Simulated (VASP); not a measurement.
# WI6 (Fm-3m) in VASP: further runs

Runs on WI6. Level: PBE. Tasks: single point.

Program: VASP 6.6.1. These are calculated values, not measurements. Logs are shortened: lines on timing, memory, paths and dates and some standing lists are left out, and cuts for length are marked.

### Step 1. The cell of the first run

The structure is cubic, space group Fm-3m (No. 225). Conventional cell: a = 11.569 Å, b = 11.569 Å, c = 11.569 Å, α = 90.00°, β = 90.00°, γ = 90.00°. Within 3.6 Å of W (site symmetry m-3m) lie 6 I at 2.71 Å. I (site symmetry 4mm) has 1 W at 2.71 Å within 3.6 Å.

### Step 2. Single point, PBE

INCAR

```
SYSTEM = WI6
ALGO     = Normal         ! electronic algorithm
EDIFF    = 1E-7           ! SCF threshold, eV
ENCUT    = 520            ! plane-wave cutoff, eV
GGA      = PE             ! functional
ISIF     = 2              ! what is computed and relaxed
ISMEAR   = 0              ! smearing method
LASPH    = .True.         ! aspherical terms in the spheres
LCHARG   = .False.        ! write CHGCAR
LREAL    = .False.        ! projectors in reciprocal space
LWAVE    = .False.        ! write WAVECAR
NBANDS   = 37             ! bands
NELM     = 100            ! most SCF steps
PREC     = Accurate       ! precision mode
SIGMA    = 0.2            ! smearing width, eV
```

KPOINTS

```
k-points
0
Gamma
  4 4 4
  0 0 0
```

POSCAR

```
WI6
1.0
    0.0000000000      5.7844429000      5.7844429000
    5.7844429000      0.0000000000      5.7844429000
    5.7844429000      5.7844429000      0.0000000000
W I
1 6
Direct
    0.0000000000      0.0000000000      0.0000000000
    0.7656460000      0.2343540000      0.2343540000
    0.2343540000      0.7656460000      0.7656460000
    0.2343540000      0.7656460000      0.2343540000
    0.7656460000      0.2343540000      0.7656460000
    0.2343540000      0.2343540000      0.7656460000
    0.7656460000      0.7656460000      0.2343540000
```

Potentials or basis: VASP PAW PBE potentials, release 64 (W_sv, I).

Launch:

```bash
$ cat potpaw_PBE.64/W_sv/POTCAR potpaw_PBE.64/I/POTCAR > POTCAR
$ mpirun -np 1 vasp_std > vasp.out
```

OUTCAR:

```text
SYSTEM = WI6
   EDIFF = 1E-7
   ENCUT = 520
   GGA = PE
   ISIF = 2
   ISMEAR = 0
   LASPH = .True.
   LREAL = .False.
   NELM = 100
   PREC = Accurate

 ion  position               nearest neighbor table
   1  0.000  0.000  0.000-   2 2.71   3 2.71   4 2.71   5 2.71   6 2.71   7 2.71
   2  0.766  0.234  0.234-   1 2.71
   3  0.234  0.766  0.766-   1 2.71
   4  0.234  0.766  0.234-   1 2.71
   5  0.766  0.234  0.766-   1 2.71
   6  0.234  0.234  0.766-   1 2.71
   7  0.766  0.766  0.234-   1 2.71

  LATTYP: Found a face centered cubic cell.
 ALAT       =    11.5688858000

  Lattice vectors:

 A1 = (   0.0000000000,   5.7844429000,   5.7844429000)
 A2 = (   5.7844429000,   0.0000000000,   5.7844429000)
 A3 = (   5.7844429000,   5.7844429000,   0.0000000000)

Analysis of symmetry for initial positions (statically):
=====================================================================
 Subroutine PRICEL returns:
 Original cell was already a primitive cell.

 Routine SETGRP: Setting up the symmetry group for a
 face centered cubic supercell.

 Subroutine GETGRP returns: Found 48 space group operations
 (whereof 48 operations were pure point group operations)
 out of a pool of 48 trial point group operations.

The static configuration has the point symmetry O_h .

Analysis of symmetry for dynamics (positions and initial velocities):
=====================================================================
 Subroutine PRICEL returns:
 Original cell was already a primitive cell.

 Routine SETGRP: Setting up the symmetry group for a
 face centered cubic supercell.

 Subroutine GETGRP returns: Found 48 space group operations
 (whereof 48 operations were pure point group operations)
 out of a pool of 48 trial point group operations.

The dynamic configuration has the point symmetry O_h .

 Subroutine INISYM returns: Found 48 space group operations
 (whereof 48 operations are pure point group operations),
 and found     1 'primitive' translations

----------------------------------------------------------------------------------------

                                     Primitive cell
[... 82 lines left out ...]
   ENCUT  =  520.0 eV  38.22 Ry    6.18 a.u.  15.21 15.21 15.21*2*pi/ulx,y,z
   NELM   =    100;   NELMIN=  2; NELMDL= -5     # of ELM steps
   EDIFF  = 0.1E-06   stopping-criterion for ELM
   LREAL  =      F    real-space projection
   EDIFFG = 0.1E-05   stopping-criterion for IOM
   NSW    =      0    number of steps for IOM
   IBRION =     -1    ionic relax: 0-MD 1-quasi-New 2-CG
   NFREE  =      0    steps in history (QN), initial steepest desc. (CG)
   ISIF   =      2    stress and relaxation
   ISYM   =      2    0-nonsym 1-usesym 2-fastsym
   POTIM  = 0.5000    time-step for ionic-motion
   TEBEG  =    0.0;   TEEND  =   0.0 temperature during run
   PSTRESS=    0.0 pullay stress
   NELECT =      56.0000    total number of electrons
   NUPDOWN=      -1.0000    fix difference up-down
   EMIN   =  10.00;   EMAX   =-10.00  energy-range for DOS
   EFERMI =   0.00;   METHOD = LEGACY
   ISMEAR =     0;   SIGMA  =   0.20  broadening in eV -4-tet -1-fermi 0-gaus
   EFERMI_NEDOS =   21; number of points for ismear=-14 and -15
   IALGO  =     38    algorithm
   IMIX   =      4    mixing-type and parameters
     AMIX     =   0.40;   BMIX     =  1.00
     AMIX_MAG =   1.60;   BMIX_MAG =  1.00
  volume/ion in A,a.u.               =      55.30       373.18
  Fermi-wavevector in a.u.,A,eV,Ry     =   0.859408  1.624045 10.049016  0.738582
  Thomas-Fermi vector in A             =   1.976758
   LORBIT       =      0    0 simple, 1 ext, 2 COOP (PROOUT), +10 PAW based schemes
   GGA     = PE    functional components
   LHFCALC =     F    Hartree Fock is set to
   AEXX    =    0.0000 exact exchange contribution
   IVDW    =     0    specifies the selected vdW correction
   LEPSILON=     F    determine dielectric tensor
   LRPA    =     F    only Hartree local field effects (RPA)
 non-spin polarized calculation
 Gauss-broadening in eV      SIGMA  =   0.20
  energy-cutoff  :      520.00
  volume of cell :      387.09
 maximum number of plane-waves:     10478
 NGX is ok and might be reduce to    64
   NGX = 31   NGY = 31   NGZ = 31

 number of electron      56.0000002 magnetization

 Free energy of the ion-electron system (eV)
  ---------------------------------------------------
  ext. energy  EPLUGINS =         0.00000000
  ---------------------------------------------------
  free energy    TOTEN  =       -22.17786727 eV

  energy without entropy =      -22.11686136  energy(sigma->0) =      -22.14736431

 E-fermi :   0.3992     XC(G=0):  -6.6324

 val. band max:        0.2880475137   @ k =   0.0000   0.0000   0.0000
 cond. band min:       0.5098750638   @ k =   0.5000   0.5000   0.0000
 fundamental gap:      0.2218275500
 Fermi energy:         0.3992402291

 k-point     1 :       0.0000    0.0000    0.0000
  band No.  band energies     occupation
      1     -75.1819      2.00000
      2     -39.2507      2.00000
      3     -39.2507      2.00000
      4     -39.2507      2.00000
      5     -12.1340      2.00000
      6     -11.3451      2.00000
[... 309 lines left out ...]
     36       6.8364      0.00000
     37       7.0209      0.00000

------------------------ aborting loop because EDIFF is reached ----------------------------------------

  FORCE on cell =-STRESS in cart. coord.  units (eV):
  Direction    XX          YY          ZZ          XY          YZ          ZX
  --------------------------------------------------------------------------------------
  -------------------------------------------------------------------------------------
  Total       -0.0873198     -0.0873198     -0.0873198     -0.0000000     -0.0000000      0.0000000
  in kB       -0.3614171     -0.3614171     -0.3614171     -0.0000000     -0.0000000      0.0000000
  external PRESSURE =      -0.3614171 kB  Pullay stress =       0.0000000 kB

 VOLUME and BASIS-vectors are now :
 -----------------------------------------------------------------------------
  energy-cutoff  :      520.00
  volume of cell :      387.09
      direct lattice vectors                 reciprocal lattice vectors
     0.000000000  5.784442900  5.784442900    -0.086438748  0.086438748  0.086438748
     5.784442900  0.000000000  5.784442900     0.086438748 -0.086438748  0.086438748
     5.784442900  5.784442900  0.000000000     0.086438748  0.086438748 -0.086438748

 POSITION                                       TOTAL-FORCE (eV/Angst)
 -----------------------------------------------------------------------------------
      0.00000      0.00000      0.00000        -0.000000      0.000000      0.000000
      2.71121      5.78444      5.78444         0.002556      0.000000      0.000000
      8.85767      5.78444      5.78444        -0.002556      0.000000      0.000000
      5.78444      2.71121      5.78444         0.000000      0.002556      0.000000
      5.78444      8.85767      5.78444         0.000000     -0.002556      0.000000
      5.78444      5.78444      2.71121         0.000000      0.000000      0.002556
      5.78444      5.78444      8.85767         0.000000      0.000000     -0.002556
 -----------------------------------------------------------------------------------
    total drift:                               -0.000000     -0.000000     -0.000000

  FREE ENERGIE OF THE ION-ELECTRON SYSTEM (eV)
  ---------------------------------------------------
  free  energy   TOTEN  =       -22.1778672657 eV

  energy  without entropy=      -22.1168613610  energy(sigma->0) =      -22.14736431
```

OSZICAR:

```text
N       E                     dE             d eps       ncg     rms          rms(c)
DAV:   1     0.383113595026E+03    0.38311E+03   -0.21815E+04   656   0.123E+03
DAV:   2     0.116943656156E+02   -0.37142E+03   -0.36215E+03   789   0.236E+02
DAV:   3    -0.246011856263E+02   -0.36296E+02   -0.36095E+02   720   0.721E+01
[... 11 lines left out ...]
DAV:  15    -0.221778757250E+02   -0.95037E-05   -0.33642E-05   688   0.280E-02    0.392E-02
DAV:  16    -0.221778681430E+02    0.75821E-05   -0.78115E-06   652   0.175E-02    0.193E-02
DAV:  17    -0.221778678555E+02    0.28743E-06   -0.98744E-07   720   0.411E-03    0.143E-02
DAV:  18    -0.221778673586E+02    0.49698E-06   -0.74689E-07   626   0.501E-03    0.470E-03
DAV:  19    -0.221778672657E+02    0.92859E-07   -0.40533E-07   639   0.357E-03
   1 F= -.22177867E+02 E0= -.22147364E+02  d E =-.610059E-01
```

stdout:

```text
POSCAR found type information on POSCAR W I
 POSCAR found :  2 types and       7 ions
 scaLAPACK will be used
 LDA part: xc-table for (Slater+PW92), standard interpolation
 POSCAR, INCAR and KPOINTS ok, starting setup
 FFT: planning ... GRIDC
 FFT: planning ... GRID_SOFT
 FFT: planning ... GRID
 WAVECAR not read
 entering main loop
```

It took 3.2 min on 1 thread of Intel Xeon 6975P-C (Granite Rapids), shared host; peak memory 0.57 GiB.

What came out:

* Free energy: -22.1779 eV
* Pressure: 0.0 GPa
* Band gap on the k mesh: 0.22 eV (least direct gap 0.23 eV)

Forces on the atoms (eV/Å):
```
W    0.000  0.000  0.000
I    0.003  0.000  0.000
I   -0.003  0.000  0.000
I    0.000  0.003  0.000
I    0.000 -0.003  0.000
I    0.000  0.000  0.003
I    0.000  0.000 -0.003
```

Levels at points of the mesh, in eV from the valence-band top:
| k point | band 26 | band 27 | band 28 | band 29 | band 30 | band 31 |
| --- | --- | --- | --- | --- | --- | --- |
| (0.00, 0.00, 0.00) | 0.00 | 0.00 | 0.00 | 0.24 | 0.24 | 0.24 |
| (0.50, 0.00, 0.00) | -0.43 | -0.43 | -0.28 | 0.41 | 0.51 | 0.51 |
| (0.50, 0.50, 0.00) | -0.60 | -0.60 | -0.01 | 0.22 | 0.77 | 0.77 |

Caveat: spin-orbit coupling is left out, which moves the levels of the heavy elements.

### Step 3. Single point, PBE (48.66 Å³/atom)

This run uses another cell than the first one, of 48.66 Å³/atom.

INCAR

```
  PREC = Accurate
  ENCUT = 520
  EDIFF = 1E-6
  ISMEAR = 0
  SIGMA = 0.01
  LREAL = F
  LASPH = T
  NELM = 100
  ALGO = Normal
  ISIF = 2
  LWAVE = F
  LCHARG = T
  GGA = PE
  LELF = T
  LVHAR = T
  NBANDS = 37
```

KPOINTS

```
regular mesh
0
Gamma
  6 6 6
```

POSCAR

```
WI6
1.0
    0.0000000000      5.5431389146      5.5431389146
    5.5431389146      0.0000000000      5.5431389146
    5.5431389146      5.5431389146      0.0000000000
W I
1 6
Direct
    0.0000000000      0.0000000000      0.0000000000
    0.7560210138      0.2439789862      0.2439789862
    0.2439789862      0.7560210138      0.7560210138
    0.2439789862      0.7560210138      0.2439789862
    0.7560210138      0.2439789862      0.7560210138
    0.2439789862      0.2439789862      0.7560210138
    0.7560210138      0.7560210138      0.2439789862
```

Potentials or basis: VASP PAW PBE potentials, release 64 (W_sv, I).

Launch:

```bash
$ cat potpaw_PBE.64/W_sv/POTCAR potpaw_PBE.64/I/POTCAR > POTCAR
$ mpirun -np 1 vasp_std > vasp.out
```

OUTCAR:

```text
PREC = Accurate
   ENCUT = 520
   EDIFF = 1E-6
   ISMEAR = 0
   LREAL = F
   LASPH = T
   NELM = 100
   ISIF = 2
   GGA = PE

 ion  position               nearest neighbor table
   1  0.000  0.000  0.000-   2 2.70   3 2.70   4 2.70   5 2.70   6 2.70   7 2.70
   2  0.756  0.244  0.244-   1 2.70
   3  0.244  0.756  0.756-   1 2.70
   4  0.244  0.756  0.244-   1 2.70
   5  0.756  0.244  0.756-   1 2.70
   6  0.244  0.244  0.756-   1 2.70
   7  0.756  0.756  0.244-   1 2.70

[... 837 lines left out ...]
  -------------------------------------------------------------------------------------
  Total        1.0462404      1.0462404      1.0462404      0.0000000      0.0000000      0.0000000
  in kB        4.9209028      4.9209028      4.9209028      0.0000000      0.0000000      0.0000000
  external PRESSURE =       4.9209028 kB  Pullay stress =       0.0000000 kB

 VOLUME and BASIS-vectors are now :
 -----------------------------------------------------------------------------
  energy-cutoff  :      520.00
  volume of cell :      340.64
      direct lattice vectors                 reciprocal lattice vectors
     0.000000000  5.543138915  5.543138915    -0.090201600  0.090201600  0.090201600
     5.543138915  0.000000000  5.543138915     0.090201600 -0.090201600  0.090201600
     5.543138915  5.543138915  0.000000000     0.090201600  0.090201600 -0.090201600

 POSITION                                       TOTAL-FORCE (eV/Angst)
 -----------------------------------------------------------------------------------
      0.00000      0.00000      0.00000         0.000000      0.000000      0.000000
      2.70482      5.54314      5.54314        -0.000534      0.000000      0.000000
      8.38146      5.54314      5.54314         0.000534      0.000000      0.000000
      5.54314      2.70482      5.54314         0.000000     -0.000534      0.000000
      5.54314      8.38146      5.54314         0.000000      0.000534      0.000000
      5.54314      5.54314      2.70482         0.000000      0.000000     -0.000534
      5.54314      5.54314      8.38146         0.000000      0.000000      0.000534
 -----------------------------------------------------------------------------------
    total drift:                               -0.000000     -0.000000     -0.000000

  FREE ENERGIE OF THE ION-ELECTRON SYSTEM (eV)
  ---------------------------------------------------
  free  energy   TOTEN  =       -22.1016065633 eV

  energy  without entropy=      -22.1009919932  energy(sigma->0) =      -22.10129928
```

OSZICAR:

```text
N       E                     dE             d eps       ncg     rms          rms(c)
DAV:   1     0.377169856234E+03    0.37717E+03   -0.22317E+04  1328   0.125E+03
DAV:   2     0.886574933597E+01   -0.36830E+03   -0.35949E+03  1544   0.240E+02
DAV:   3    -0.244704695657E+02   -0.33336E+02   -0.33130E+02  1464   0.711E+01
DAV:   4    -0.254178062933E+02   -0.94734E+00   -0.94582E+00  1643   0.130E+01
DAV:   5    -0.254326867532E+02   -0.14880E-01   -0.14880E-01  1469   0.176E+00    0.174E+01
DAV:   6    -0.256111519250E+02   -0.17847E+00   -0.52473E+01  1194   0.214E+01    0.167E+01
DAV:   7    -0.225608079353E+02    0.30503E+01   -0.18132E+01  1189   0.187E+01    0.669E+00
DAV:   8    -0.221313103266E+02    0.42950E+00   -0.92819E-01  1344   0.474E+00    0.273E+00
DAV:   9    -0.221466895887E+02   -0.15379E-01   -0.59067E-01  1249   0.265E+00    0.177E+00
DAV:  10    -0.221263355981E+02    0.20354E-01   -0.30196E-01  1219   0.246E+00    0.125E+00
DAV:  11    -0.221074010089E+02    0.18935E-01   -0.16954E-02  1324   0.645E-01    0.893E-01
DAV:  12    -0.221034538421E+02    0.39472E-02   -0.79469E-02  1234   0.696E-01    0.317E-01
DAV:  13    -0.221021254998E+02    0.13283E-02   -0.13060E-03  1329   0.192E-01    0.210E-01
DAV:  14    -0.221017291418E+02    0.39636E-03   -0.13256E-03  1279   0.181E-01    0.103E-01
DAV:  15    -0.221016043098E+02    0.12483E-03   -0.16389E-04  1314   0.680E-02    0.147E-02
DAV:  16    -0.221016057225E+02   -0.14127E-05   -0.11259E-05  1393   0.152E-02    0.133E-02
DAV:  17    -0.221016065633E+02   -0.84087E-06   -0.20257E-06  1050   0.695E-03
   1 F= -.22101607E+02 E0= -.22101299E+02  d E =-.614570E-03
```

It took 3.4 min on 1 thread of Intel Xeon 6975P-C (Granite Rapids), shared host; peak memory 0.58 GiB.

What came out:

```
Free energy            : -22.1016 eV
Pressure               : 0.5 GPa
Band gap on the k mesh : zero (filled and empty bands touch)
```

Levels at points of the mesh, in eV from the Fermi level:
| k point | band 25 | band 26 | band 27 | band 28 | band 29 | band 30 | band 31 | band 32 |
| --- | --- | --- | --- | --- | --- | --- | --- | --- |
| (0.00, 0.00, 0.00) | -0.45 | 0.00 | 0.00 | 0.00 | 0.01 | 0.01 | 0.01 | 3.39 |
| (0.50, 0.00, 0.00) | -0.67 | -0.47 | -0.47 | -0.44 | 0.26 | 0.40 | 0.40 | 2.96 |
| (0.50, 0.50, 0.00) | -1.20 | -0.66 | -0.66 | -0.01 | 0.00 | 0.78 | 0.78 | 1.94 |

Caveat: spin-orbit coupling is left out, which moves the levels of the heavy elements.

### Step 4. Single point, PBE (50.32 Å³/atom)

This run uses another cell than the first one, of 50.32 Å³/atom.

INCAR

```
PREC     = Accurate       # precision mode
ENCUT    = 520            # plane-wave cutoff, eV
EDIFF    = 1E-6           # SCF threshold, eV
ISMEAR   = 0              # smearing method
SIGMA    = 0.01           # smearing width, eV
LREAL    = False          # projectors in reciprocal space
LASPH    = True           # aspherical terms in the spheres
NELM     = 60             # most SCF steps
ALGO     = Normal         # electronic algorithm
ISIF     = 2              # what is computed and relaxed
LWAVE    = False          # write WAVECAR
LCHARG   = False          # write CHGCAR
GGA      = PE             # functional
NBANDS   = 37             # bands
```

KPOINTS is that of step 3.

POSCAR

```
WI6
1.0
    0.0000000000      5.6054265878      5.6054265878
    5.6054265878      0.0000000000      5.6054265878
    5.6054265878      5.6054265878      0.0000000000
W I
1 6
Direct
    0.0000000000      0.0000000000      0.0000000000
    0.7585929676      0.2414070324      0.2414070324
    0.2414070324      0.7585929676      0.7585929676
    0.2414070324      0.7585929676      0.2414070324
    0.7585929676      0.2414070324      0.7585929676
    0.2414070324      0.2414070324      0.7585929676
    0.7585929676      0.7585929676      0.2414070324
```

Launch:

```bash
$ cat potpaw_PBE.64/W_sv/POTCAR potpaw_PBE.64/I/POTCAR > POTCAR
$ mpirun -np 1 vasp_std > vasp.out
```

It took 3.6 min on 1 thread of Intel Xeon 6975P-C (Granite Rapids), shared host; peak memory 0.55 GiB.

Results (log left out):

```yaml
Free_energy: -22.1321 eV
Pressure: 0.4 GPa
```

Levels at points of the mesh, in eV from the Fermi level:
| k point | band 26 | band 27 | band 28 | band 29 | band 30 | band 31 |
| --- | --- | --- | --- | --- | --- | --- |
| (0.00, 0.00, 0.00) | -0.01 | -0.01 | -0.01 | 0.02 | 0.02 | 0.02 |
| (0.50, 0.00, 0.00) | -0.49 | -0.49 | -0.40 | 0.25 | 0.38 | 0.38 |
| (0.50, 0.50, 0.00) | -0.66 | -0.66 | -0.02 | 0.00 | 0.73 | 0.73 |

Caveat: spin-orbit coupling is left out, which moves the levels of the heavy elements.

### Step 5. The runs side by side

```tsv
cell	k mesh	smearing	gap on the mesh (eV)	pressure (GPa)
a = 8.180 Å, angles 60.0°, 7 atoms, atomic positions A	4 × 4 × 4	gaussian 0.2 eV	0.22	0.0
a = 7.839 Å, angles 60.0°, 7 atoms, atomic positions B	6 × 6 × 6	gaussian 0.01 eV	none	0.5
a = 7.927 Å, angles 60.0°, 7 atoms, atomic positions C	6 × 6 × 6	gaussian 0.01 eV	-	0.4
```

Alike in all rows: task single point; level PBE; potentials or basis VASP PAW PBE potentials, release 64 (W_sv, I); no spin polarisation; cutoff (eV) 520.

Caveats: spin-orbit coupling is left out, which moves the levels of the heavy elements.

Total energies depend on the potentials used, so only differences within one code and one set of settings carry meaning.
